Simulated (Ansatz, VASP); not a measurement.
One calculation of Mg, two programs

The input INCAR:

```
SYSTEM = Mg
PREC     = Accurate       ! precision mode
ENCUT    = 520            ! plane-wave cutoff, eV
EDIFF    = 1E-6           ! SCF threshold, eV
ISMEAR   = -1             ! smearing method
SIGMA    = 0.025          ! smearing width, eV
LREAL    = .FALSE.        ! projectors in reciprocal space
LASPH    = .TRUE.         ! aspherical terms in the spheres
NELM     = 80             ! most SCF steps
ALGO     = Fast           ! electronic algorithm
ISIF     = 2              ! what is computed and relaxed
LWAVE    = .FALSE.        ! write WAVECAR
LCHARG   = .TRUE.         ! write CHGCAR
GGA      = PE             ! functional
ALDAC    = 0.0          
AGGAC    = 0.0          
LELF     = .TRUE.         ! ELF
LVHAR    = .TRUE.       
NBANDS   = 7              ! bands
```

Contents of KPOINTS:

```
Automatic mesh
0
G
  11 11 11
  0 0 0
```

POSCAR

```
Mg
1.0
   -1.7727644967      1.7727644967      1.7727644967
    1.7727644967     -1.7727644967      1.7727644967
    1.7727644967      1.7727644967     -1.7727644967
Mg
1
Direct
    0.0000000000      0.0000000000      0.0000000000
```

input.yaml

```yaml
crystal:
  lattice:
    - [-1.7727644967, 1.7727644967, 1.7727644967]
    - [1.7727644967, -1.7727644967, 1.7727644967]
    - [1.7727644967, 1.7727644967, -1.7727644967]
  atoms:
    - { symbol: Mg, position: [0.0, 0.0, 0.0] }
hamiltonian:
  xc: { exchange: pbe, correlation: none }
  pseudopotentials: { kind: nc, accuracy: standard }
kpoints:
  mp_grid: { grid: [11, 11, 11] }
scf:
  occupations: { method: fermi_dirac, width: 0.025 }
output:
  forces: true
  stress: true
  eigenvalues: true
```

Alike in both runs: task single point; functional PBE exchange alone; k mesh 11 × 11 × 11; occupations fermi-dirac, width 0.025 eV; no spin polarisation.

```csv
,VASP,Ansatz
version,VASP 6.6.1,Ansatz 0.2.0
potentials or method,"VASP PAW PBE potentials, release 64 (Mg)",PseudoDojo standard (PBE files)
plane-wave cutoff (eV),520,1143
valence electrons in the cell,2,10
```

```csv
,VASP,Ansatz,Ansatz less VASP
gap on the k mesh at the Fermi level (eV),none,none,-
pressure (GPa),5.0,5.1,+0.07
```

VASP's potentials were made for PBE, not for PBE exchange alone. A gap of «none» marks a metal or a gap that the smearing closes. VASP's potentials hold 2 valence electrons a cell and Ansatz's 10, so a difference there can come from the potentials and not from the codes.

Noted on Ansatz's run: the potentials were made for another functional, which shifts forces and pressure.
